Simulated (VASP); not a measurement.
Input of a VASP 6.6.1 run:

INCAR

```
SYSTEM = GaP
ALGO = Normal ; EDIFF = 1E-6
ENCUT = 520 ; GGA = PS
ISIF = 2 ; ISMEAR = 0
LASPH = .True. ; LCHARG = .True.
LELF = .True. ; LREAL = .False.
LVHAR = .True. ; LWAVE = .False.
NBANDS = 16 ; NELM = 80
PREC = Accurate ; SIGMA = 0.01
```

The input KPOINTS:

```
k-points
0
Gamma
  8 8 8
  0 0 0
```

Contents of POSCAR:

```
GaP
1.0
    2.6807905810      2.6807905810      0.0000000000
   -2.6807905810      2.6807905810      0.0000000000
    0.0000000000      2.6807905810      2.6807905810
Ga P
1 1
Direct
    0.0000000000      0.0000000000      0.0000000000
    0.7500000000      0.2500000000      0.5000000000
```

Potentials or basis: VASP PAW PBE potentials, release 64 (Ga_d, P).

Run with:

```sh
$ cat potpaw_PBE.64/Ga_d/POTCAR potpaw_PBE.64/P/POTCAR > POTCAR
$ mpirun -np 1 vasp_std > vasp.out
```

Question: Estimate the band gap on the k mesh.

Answer: 1.41 eV (least direct gap 2.16 eV).

Question: Estimate the pressure.

Answer: 3.9 GPa.

Caveat: the cell stands under pressure; the PAW data sets were made with another functional, which shifts forces and pressure a little. A k mesh can miss the band edges.
